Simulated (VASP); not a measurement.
A run of VASP 6.6.1:

Contents of INCAR:

```
SYSTEM = Pb
AGGAC    = 1.0          
AGGAX    = 1.0          
ALDAC    = 0.0          
ALDAX    = 1.0          
ALGO     = Normal         ! electronic algorithm
EDIFF    = 1E-7           ! SCF threshold, eV
ENCUT    = 520            ! plane-wave cutoff, eV
GGA      = B5             ! functional
ISIF     = 2              ! what is computed and relaxed
ISMEAR   = -1             ! smearing method
IVDW     = 13             ! dispersion correction
LASPH    = .True.         ! aspherical terms in the spheres
LCHARG   = .True.         ! write CHGCAR
LELF     = .True.         ! ELF
LREAL    = .False.        ! projectors in reciprocal space
LVHAR    = .True.       
LWAVE    = .False.        ! write WAVECAR
NBANDS   = 13             ! bands
NELM     = 80             ! most SCF steps
PREC     = Accurate       ! precision mode
SIGMA    = 0.05           ! smearing width, eV
VDW_A1   = 0.44488865   
VDW_A2   = 4.0933009    
VDW_S6   = 1.0          
VDW_S8   = 2.34076671
```

The input KPOINTS:

```
k-points
0
Gamma
  9 9 9
  0 0 0
```

Contents of POSCAR:

```
Pb
1.0
    0.0000000000      2.4244952108      2.4244952108
    2.4244952108      0.0000000000      2.4244952108
    2.4244952108      2.4244952108      0.0000000000
Pb
1
Direct
    0.0000000000      0.0000000000      0.0000000000
```

Potentials or basis: VASP PAW PBE potentials, release 64 (Pb_d).

Command:

```sh
$ cat potpaw_PBE.64/Pb_d/POTCAR > POTCAR
$ mpirun -np 1 vasp_std > vasp.out
```

Hardware: 1 thread of AMD EPYC 7R13 Processor (Zen 3), on a shared host.

**Question.** How long does it take, and how much memory?

**Answer.** Wall time 17 s on 1 thread of AMD EPYC 7R13 Processor (Zen 3), on a shared host, peak memory 0.13 GiB. Counts: scf iterations 11, k points 35.
